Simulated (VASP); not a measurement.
A run of VASP 6.6.1:

INCAR

```
SYSTEM = HfC
  ALGO = Normal
  EDIFF = 1E-6
  ENCUT = 520
  GGA = PE
  ISIF = 2
  ISMEAR = 0
  LASPH = .True.
  LCHARG = .False.
  LREAL = .False.
  LWAVE = .False.
  NBANDS = 14
  NELM = 100
  PREC = Accurate
  SIGMA = 0.1
```

File KPOINTS:

```
k-points
0
Gamma
  16 16 16
  0 0 0
```

POSCAR

```
HfC
1.0
    0.0000000000      2.2537697637      2.2537697637
    2.2537697637      0.0000000000      2.2537697637
    2.2537697637      2.2537697637      0.0000000000
Hf C
1 1
Direct
    0.5000000000      0.5000000000      0.5000000000
    0.0000000000      0.0000000000      0.0000000000
```

Potentials or basis: VASP PAW PBE potentials, release 64 (Hf_pv, C).

Command:

```console
$ cat potpaw_PBE.64/Hf_pv/POTCAR potpaw_PBE.64/C/POTCAR > POTCAR
$ mpirun -np 1 vasp_std > vasp.out
```

Hardware: 1 thread of Intel(R) Xeon(R) Platinum 8488C (Sapphire Rapids), on a shared host.

Problem. How long does it take, and how much memory?

Solution. Run time: 18 s on 1 thread of Intel(R) Xeon(R) Platinum 8488C (Sapphire Rapids), on a shared host, peak memory 0.17 GiB. Counts: scf iterations 12, k points 145.
